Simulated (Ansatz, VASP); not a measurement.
## SrTiO: VASP beside Ansatz

File INCAR:

```
SYSTEM = SrTiO
  PREC = Accurate
  ENCUT = 600
  EDIFF = 1E-6
  ISMEAR = 0
  SIGMA = 0.1
  LREAL = .False.
  LASPH = .True.
  NELM = 60
  ALGO = Normal
  ISIF = 3
  LWAVE = .False.
  LCHARG = .False.
  GGA = PE
  IBRION = 2
  NSW = 100
  EDIFFG = -0.01
```

KPOINTS

```
Automatic mesh
0
Gamma
  16 16 8
  0 0 0
```

The input POSCAR:

```
SrTiO
1.0
    2.9698192203      0.0000000000      0.0000000000
    0.0000000000      2.9698192203      0.0000000000
    0.0000000000      0.0000000000      7.0264755474
Sr Ti O
1 1 1
Direct
    0.5000000000      0.5000000000      0.5000000000
    0.5000000000      0.5000000000      0.0000000000
    0.0000000000      0.0000000000      0.0000000000
```

Input for Ansatz:

```yaml
crystal:
  lattice:
    - [2.9698192203, 0.0, 0.0]
    - [0.0, 2.9698192203, 0.0]
    - [0.0, 0.0, 7.0264755474]
  atoms:
    - { symbol: Sr, position: [0.5, 0.5, 0.5] }
    - { symbol: Ti, position: [0.5, 0.5, 0.0] }
    - { symbol: O, position: [0.0, 0.0, 0.0] }
basis:
  ecutwfc: 420
kpoints:
  mp_grid: { grid: [16, 16, 8] }
hamiltonian:
  xc: pbe
scf:
  occupations: { method: gaussian, width: 0.1 }
output:
  forces: true
  stress: true
  eigenvalues: true
  write_density: true
  write_potential: true
  elf: true
  volumetric_format: npy
relax:
  adjacent_minimum: "off"
  f_tol: 0.01
  max_steps: 80
  cell: { stress_tol: 0.05 }
```

Alike in both runs: task relaxation of cell and atoms; functional PBE; k mesh 16 × 16 × 8; occupations gaussian, width 0.1 eV; no spin polarisation.

|  | VASP | Ansatz |
| --- | --- | --- |
| version | VASP 6.6.1 | Ansatz 0.2.0 |
| potentials or method | VASP PAW PBE potentials, release 64 (Sr_sv, Ti_sv, O), cutoff 600 eV | scalar-relativistic, plane waves, PAW |
| valence electrons in the cell | 28 | 28 |

Ansatz gave:

| Quantity | Value |
| --- | --- |
| gap on the k mesh at the Fermi level, each at its own relaxed structure (eV) | none |
| relaxed volume (Å³/atom) | 21.07 |
| relaxed cell length with the largest relative difference (Å) | 2.977 |

What did VASP give for the same quantities?

gap on the k mesh at the Fermi level, each at its own relaxed structure (eV): none; relaxed volume (Å³/atom): 21.12; relaxed cell length with the largest relative difference (Å): 2.981.

A gap of «none» marks a metal or a gap that the smearing closes.
